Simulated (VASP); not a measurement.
A run of VASP 6.6.1 is set up as follows.

The input INCAR:

```
ALGO = Normal ; EDIFF = 1E-6
ENCUT = 520 ; GGA = PE
ISIF = 2 ; ISMEAR = 0
LASPH = True ; LCHARG = False
LREAL = False ; LWAVE = False
NBANDS = 16 ; NELM = 100
PREC = Accurate ; SIGMA = 0.05
```

The input KPOINTS:

```
k-points
0
Gamma
  10 10 10
```

Contents of POSCAR:

```
GaP
1.0
    0.0000000000      2.6812866671      2.8153510004
    2.6812866671      0.0000000000      2.8153510004
    2.6812866671      2.6812866671      0.0000000000
Ga P
1 1
Direct
    0.0000000000      0.0000000000      0.0000000000
    0.7500000000      0.7500000000      0.7500000000
```

Potentials or basis: VASP PAW PBE potentials, release 64 (Ga_d, P).

Command:

```bash
$ cat potpaw_PBE.64/Ga_d/POTCAR potpaw_PBE.64/P/POTCAR > POTCAR
$ mpirun -np 1 vasp_std > vasp.out
```

Problem. What does it give for the band gap on the k mesh?

Solution. 1.37 eV, indirect (least direct gap 1.71 eV).

Problem. Estimate the pressure.

Solution. 2.4 GPa.

Stress tensor (GPa, compression positive):
```
 3.68  0.00  0.00
 0.00  3.68  0.00
 0.00  0.00 -0.23
```

 A k mesh can miss the band edges.
